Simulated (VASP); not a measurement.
Set up this calculation in VASP 6.6.1, as the native input.

| Item | Value |
| --- | --- |
| Task | single point |
| Functional | PBE |
| Potentials or basis | VASP PAW PBE potentials, release 64 (Ti_sv, N) |
| Cutoff | 520 eV |
| k mesh | 8 × 8 × 8 |
| Occupations | gaussian, width 0.05 eV |
| Spin | collinear spin, ferromagnetic start |
| Starting moments | [1.0, 0.0] μB |
| Dipole correction | no |
| Further INCAR settings | ALGO = Normal; EDIFF = 1e-06; NBANDS = 20 |

The structure of TiN lies in POSCAR:

```
TiN
1.0
    0.0000000000      2.2300000000      2.2300000000
    2.2300000000      0.0000000000      2.2300000000
    2.2300000000      2.2300000000      0.0000000000
Ti N
1 1
Direct
    0.5000000000      0.5000000000      0.5000000000
    0.0000000000      0.0000000000      0.0000000000
```

One way to write it, as run:

INCAR

```
PREC = Accurate
ENCUT = 520
EDIFF = 1E-6
ISMEAR = 0
SIGMA = 0.05
LREAL = False
LASPH = True
NELM = 150
ALGO = Normal
ISIF = 2
LWAVE = False
LCHARG = False
ISPIN = 2
MAGMOM = 1 0
LORBIT = 11
LMAXMIX = 4
GGA = PE
NBANDS = 20
```

KPOINTS

```
Automatic mesh
0
Gamma
  8 8 8
```

Potentials or basis: VASP PAW PBE potentials, release 64 (Ti_sv, N).

Launch:

```sh
$ cat potpaw_PBE.64/Ti_sv/POTCAR potpaw_PBE.64/N/POTCAR > POTCAR
$ mpirun -np 1 vasp_std > vasp.out
```

Results of the run:

```yaml
Pressure: -29.3 GPa
Net_moment: 0.11 μB per cell
Site_moments: Ti +0.08; N +0.01 μB
Valence_electrons_inside_the_program's_atomic_spheres: Ti 10.14; N 3.65
```

It took 16 s on 1 thread of AMD EPYC 9R45 96-Core Processor (Zen 5), on a shared host, peak memory 0.13 GiB.
